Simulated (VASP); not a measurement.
# MoS (Pm-3m) in VASP: further runs, part 2 of 2

VASP 6.6.1. The steps go on from the part before.

### Step 3. Single point, r2SCAN

The input, POSCAR:

```
MoS
1.0
    2.9706444822      0.0000000000      0.0000000000
    0.0000000000      2.9706444822      0.0000000000
    0.0000000000      0.0000000000      2.9706444822
Mo S
1 1
Direct
    0.0000000000      0.0000000000      0.0000000000
    0.5000000000      0.5000000000      0.5000000000
```

The input, INCAR.step1:

```
SYSTEM = MoS
PREC = Accurate
ENCUT = 520
ISMEAR = 0
SIGMA = 0.1
LREAL = .False.
LASPH = .True.
NELM = 60
NBANDS = 17
GGA = PE
ALGO = Normal
EDIFF = 1E-4
LWAVE = .True.
LCHARG = .False.
```

The input, INCAR.step2:

```
SYSTEM = MoS
PREC = Accurate
ENCUT = 520
EDIFF = 1E-7
ISMEAR = 0
SIGMA = 0.1
LREAL = .False.
LASPH = .True.
NELM = 60
ALGO = Normal
ISIF = 2
LWAVE = .False.
LCHARG = .False.
METAGGA = R2SCAN
LMIXTAU = .True.
NBANDS = 17
ISTART = 1
```

The input, KPOINTS:

```
regular mesh
0
Gamma
  14 14 14
  0 0 0
```

Potentials or basis: VASP PAW PBE potentials, release 64 (Mo_sv, S).

Launch:

```
cat potpaw_PBE.64/Mo_sv/POTCAR potpaw_PBE.64/S/POTCAR > POTCAR
cp INCAR.step1 INCAR
mpirun -np 1 vasp_std > vasp.out
cp INCAR.step2 INCAR
mpirun -np 1 vasp_std > vasp.out
```

Wall time 2.4 min (1 thread of Intel Xeon 8259CL, shared host); peak memory 0.18 GiB.

The run converged. Its results:

| Property | Result |
| --- | --- |
| Free energy | -34.3717 eV |
| Pressure | 7.4 GPa |
| Band gap on the k mesh | zero (bands 10 and 11 overlap by 4.36 eV) |

Levels at points of the mesh, in eV from the Fermi level:
```
           k point  band 7  band 8  band 9  band 10  band 11  band 12  band 13  band 14
(0.00, 0.00, 0.00)   -4.62   -2.69   -2.69    -2.69     0.85     0.85     0.85     5.30
(0.50, 0.00, 0.00)   -4.71   -4.71   -3.36     1.43     2.35     4.57     4.57     4.94
(0.50, 0.50, 0.00)   -7.10   -3.90   -1.36    -1.30    -1.30     0.69     2.92     6.23
(0.50, 0.50, 0.50)   -9.06   -9.06    3.06     3.06     3.42     3.42     3.42     5.36
```

Caveat: the cell stands under pressure; the PAW data sets were made with another functional, which shifts forces and pressure a little.

### Step 4. Single point, PBEsol+U

The input, INCAR:

```
ALGO = Normal
EDIFF = 1E-6
ENCUT = 520
GGA = PS
ISIF = 2
ISMEAR = 0
LASPH = True
LCHARG = True
LDAU = True
LDAUJ = 0 0
LDAUL = 2 -1
LDAUPRINT = 1
LDAUTYPE = 2
LDAUU = 4 0
LELF = True
LMAXMIX = 4
LREAL = False
LVHAR = True
LWAVE = False
NBANDS = 17
NELM = 150
PREC = Accurate
SIGMA = 0.05
```

The input, KPOINTS:

```
k-points
0
Gamma
  14 14 14
```

POSCAR is that of step 3.

Launch:

```
cat potpaw_PBE.64/Mo_sv/POTCAR potpaw_PBE.64/S/POTCAR > POTCAR
mpirun -np 1 vasp_std > vasp.out
```

Wall time 59 s (1 thread of Intel Xeon 8259CL, shared host); peak memory 0.18 GiB.

It converged, with:

* Free energy: -11.9916 eV
* Pressure: 5.0 GPa
* Band gap on the k mesh: zero (bands 10 and 11 overlap by 3.94 eV)

Levels at points of the mesh, in eV from the Fermi level:
| k point | band 8 | band 9 | band 10 | band 11 | band 12 | band 13 |
| --- | --- | --- | --- | --- | --- | --- |
| (0.00, 0.00, 0.00) | -2.54 | -2.54 | -2.54 | 0.98 | 0.98 | 0.98 |
| (0.50, 0.00, 0.00) | -4.40 | -3.38 | 1.54 | 2.14 | 4.39 | 4.49 |
| (0.50, 0.50, 0.00) | -3.94 | -1.23 | -1.14 | -1.14 | 0.65 | 2.66 |
| (0.50, 0.50, 0.50) | -8.65 | 2.80 | 2.80 | 3.04 | 3.04 | 3.04 |

Eigenvalues of the final occupation matrices:
| site | spin | trace | eigenvalues |
| --- | --- | --- | --- |
| site 1 d | 1 | 2.04 | 0.36 0.36 0.36 0.48 0.48 |
| site 1 d | 2 | 2.04 | 0.36 0.36 0.36 0.48 0.48 |

Caveat: the cell stands under pressure; the PAW data sets were made with another functional, which shifts forces and pressure a little; U without spin polarisation on a metal has little footing.

### Step 5. Relaxation of cell and atoms, PBEsol

The input, INCAR:

```
PREC = Accurate
ENCUT = 600
EDIFF = 1E-7
ISMEAR = 0
SIGMA = 0.1
LREAL = F
LASPH = T
NELM = 80
ALGO = Normal
ISIF = 3
LWAVE = F
LCHARG = F
GGA = PS
IBRION = 2
NSW = 100
EDIFFG = -0.01
```

The input, KPOINTS:

```
Automatic mesh
0
Gamma
  14 14 14
```

The input, POSCAR:

```
MoS
1.0
    2.9698356273      0.0000000000      0.0000000000
    0.0000000000      2.9698356273      0.0000000000
    0.0000000000      0.0000000000      2.9698356273
Mo S
1 1
Direct
    0.0000000000      0.0000000000      0.0000000000
    0.5000000000      0.5000000000      0.5000000000
```

Launch:

```
cat potpaw_PBE.64/Mo_sv/POTCAR potpaw_PBE.64/S/POTCAR > POTCAR
mpirun -np 1 vasp_std > vasp.out
```

Wall time 86 s (1 thread of Intel Xeon 8259CL, shared host); peak memory 0.19 GiB.

Results (log left out):

```
Free energy                           : -16.8051 eV
Relaxed volume                        : 13.13 Å³/atom
Relaxed cell                          : a = 2.972 Å, b = 2.972 Å, c = 2.972 Å, α = 90.00°, β = 90.00°, γ = 90.00°
Space group after relaxing (to 0.1 Å) : Pm-3m (No. 221)
Energy gained by relaxing             : 0.1 meV/atom
Ionic steps                           : 3
Pressure after relaxing               : 0.0 GPa
Band gap on the k mesh                : zero (bands 10 and 11 overlap by 4.19 eV)
```

The path:
```tsv
step	energy change (eV)	largest force (eV/Å)	pressure (GPa)	volume (Å³)
1	0.0000	0.0000	0.64	26.19
2	0.0003	0.0000	-1.16	26.39
3	-0.0001	0.0000	0.00	26.26
```

Final structure:
```yaml
crystal:
  lattice:
    - [2.97246, 0.00000, 0.00000]
    - [0.00000, 2.97246, 0.00000]
    - [0.00000, 0.00000, 2.97246]
  atoms:
    - { symbol: Mo, position: [0.00000, 0.00000, 0.00000] }
    - { symbol: S, position: [0.50000, 0.50000, 0.50000] }
```

Levels at points of the mesh, in eV from the Fermi level:
| k point | band 8 | band 9 | band 10 | band 11 | band 12 | band 13 |
| --- | --- | --- | --- | --- | --- | --- |
| (0.00, 0.00, 0.00) | -2.40 | -2.40 | -2.40 | 0.83 | 0.83 | 0.83 |
| (0.50, 0.00, 0.00) | -4.40 | -3.13 | 1.37 | 2.38 | 4.43 | 4.43 |
| (0.50, 0.50, 0.00) | -3.70 | -1.25 | -1.25 | -1.11 | 0.56 | 2.93 |
| (0.50, 0.50, 0.50) | -8.62 | 3.07 | 3.07 | 3.27 | 3.27 | 3.27 |

Caveat: the PAW data sets were made with another functional, which shifts forces and pressure a little.

### Step 6. Single point, PBEsol, collinear spin

The input, INCAR:

```
ALGO = Normal ; EDIFF = 1E-6
ENCUT = 520 ; GGA = PS
ISIF = 2 ; ISMEAR = 0
ISPIN = 2 ; LASPH = T
LCHARG = F ; LMAXMIX = 4
LORBIT = 11 ; LREAL = F
LWAVE = F ; MAGMOM = 3.5 0
NBANDS = 21 ; NELM = 150
PREC = Accurate ; SIGMA = 0.1
```

The input, KPOINTS:

```
k-points
0
Gamma
  14 14 14
```

The input, POSCAR:

```
MoS
1.0
    2.9706444822      0.0000000000      0.0000000000
    0.0000000000      2.9706444822      0.0000000000
    0.0000000000      0.0000000000      2.9706444822
Mo S
1 1
Direct
    0.0000000000      0.0000000000      0.0000000000
    0.5000000000      0.5000000000      0.5000000000
```

Potentials or basis: VASP PAW PBE potentials, release 64 (Mo_sv, S).

Launch:

```
cat potpaw_PBE.64/Mo_sv/POTCAR potpaw_PBE.64/S/POTCAR > POTCAR
mpirun -np 1 vasp_std > vasp.out
```

OUTCAR:

```text
EDIFF = 1E-6
   ENCUT = 520
   GGA = PS
   ISIF = 2
   ISMEAR = 0
   ISPIN = 2
   LASPH = T
   LORBIT = 11
   LREAL = F
   NELM = 150
   PREC = Accurate

 ion  position               nearest neighbor table
   1  0.000  0.000  0.000-   2 2.57   2 2.57   2 2.57   2 2.57   2 2.57   2 2.57   2 2.57   2 2.57

   2  0.500  0.500  0.500-   1 2.57   1 2.57   1 2.57   1 2.57   1 2.57   1 2.57   1 2.57   1 2.57

  LATTYP: Found a simple cubic cell.
 ALAT       =     2.9706444822

  Lattice vectors:
[... 1370 lines left out ...]
  in kB        4.6684870      4.6684870      4.6684870      0.0000000      0.0000000     -0.0000000
  external PRESSURE =       4.6684870 kB  Pullay stress =       0.0000000 kB

 VOLUME and BASIS-vectors are now :
 -----------------------------------------------------------------------------
  energy-cutoff  :      520.00
  volume of cell :       26.22
      direct lattice vectors                 reciprocal lattice vectors
     2.970644482  0.000000000  0.000000000     0.336627289  0.000000000  0.000000000
     0.000000000  2.970644482  0.000000000     0.000000000  0.336627289  0.000000000
     0.000000000  0.000000000  2.970644482     0.000000000  0.000000000  0.336627289

 POSITION                                       TOTAL-FORCE (eV/Angst)
 -----------------------------------------------------------------------------------
      0.00000      0.00000      0.00000         0.000000      0.000000      0.000000
      1.48532      1.48532      1.48532         0.000000      0.000000      0.000000
 -----------------------------------------------------------------------------------
    total drift:                                0.000000      0.000000      0.000000

  FREE ENERGIE OF THE ION-ELECTRON SYSTEM (eV)
  ---------------------------------------------------
  free  energy   TOTEN  =       -16.8047080057 eV

  energy  without entropy=      -16.7976521134  energy(sigma->0) =      -16.80118006

 total charge

# of ion       s       p       d       tot
------------------------------------------
    1        2.261   6.165   4.104  12.530
    2        1.324   2.302   0.000   3.625
--------------------------------------------------
tot          3.585   8.467   4.104  16.156

 magnetization (x)

# of ion       s       p       d       tot
------------------------------------------
    1       -0.000  -0.000  -0.000  -0.000
    2       -0.000   0.000   0.000   0.000
--------------------------------------------------
tot         -0.000   0.000  -0.000  -0.000
```

Wall time 1.9 min (1 thread of Intel Xeon 8259CL, shared host); peak memory 0.22 GiB.

Results:

| Item | Value |
| --- | --- |
| Free energy | -16.8047 eV |
| Pressure | 0.5 GPa |
| Band gap on the k mesh | zero (filled and empty bands overlap) |
| Net moment | 0.00 μB per cell |
| Valence electrons inside the program's atomic spheres | Mo 12.53; S 3.62 |

Levels at points of the mesh, in eV from the Fermi level:
Spin up:
| k point | band 8 | band 9 | band 10 | band 11 | band 12 | band 13 |
| --- | --- | --- | --- | --- | --- | --- |
| (0.00, 0.00, 0.00) | -2.40 | -2.40 | -2.40 | 0.83 | 0.83 | 0.83 |
| (0.50, 0.00, 0.00) | -4.41 | -3.14 | 1.38 | 2.39 | 4.44 | 4.44 |
| (0.50, 0.50, 0.00) | -3.71 | -1.26 | -1.26 | -1.11 | 0.57 | 2.93 |
| (0.50, 0.50, 0.50) | -8.64 | 3.08 | 3.08 | 3.27 | 3.27 | 3.27 |
Spin down:
```
           k point  band 8  band 9  band 10  band 11  band 12  band 13
(0.00, 0.00, 0.00)   -2.40   -2.40    -2.40     0.83     0.83     0.83
(0.50, 0.00, 0.00)   -4.41   -3.14     1.38     2.39     4.44     4.44
(0.50, 0.50, 0.00)   -3.71   -1.26    -1.26    -1.11     0.57     2.93
(0.50, 0.50, 0.50)   -8.64    3.08     3.08     3.27     3.27     3.27
```

Caveat: the PAW data sets were made with another functional, which shifts forces and pressure a little.

### Step 7. Summary

| task | level | spin | U | cell | cutoff (eV) | smearing | gap on the mesh (eV) | pressure (GPa) |
| --- | --- | --- | --- | --- | --- | --- | --- | --- |
| single point | PBEsol | off | - | a = 2.971 Å, 2 atoms | 520 | gaussian 0.1 eV | none | 0.5 |
| single point | r2SCAN | off | - | a = 2.971 Å, 2 atoms | 520 | gaussian 0.1 eV | none | 7.4 |
| single point | PBEsol+U | off | Mo d U = 4.0 eV | a = 2.971 Å, 2 atoms | 520 | gaussian 0.05 eV | none | 5.0 |
| relaxation of cell and atoms | PBEsol | off | - | relaxed from a = 2.970 Å, 2 atoms | 600 | gaussian 0.1 eV | none | 0.0 |
| single point | PBEsol | collinear | - | a = 2.971 Å, 2 atoms | 520 | gaussian 0.1 eV | none | 0.5 |

Alike in all rows: potentials or basis VASP PAW PBE potentials, release 64 (Mo_sv, S); k mesh 14 × 14 × 14.

The pressure there spans 0.5 GPa (PBEsol) to 7.4 GPa (r2SCAN); a positive pressure means that this level wants a larger cell, a negative one a smaller.

Caveats: the PAW data sets were made with another functional, which shifts forces and pressure a little; the cell stands under pressure (at least some runs); U without spin polarisation on a metal has little footing (at least some runs).

Total energies depend on the potentials used, so only differences within one code and one set of settings carry meaning.
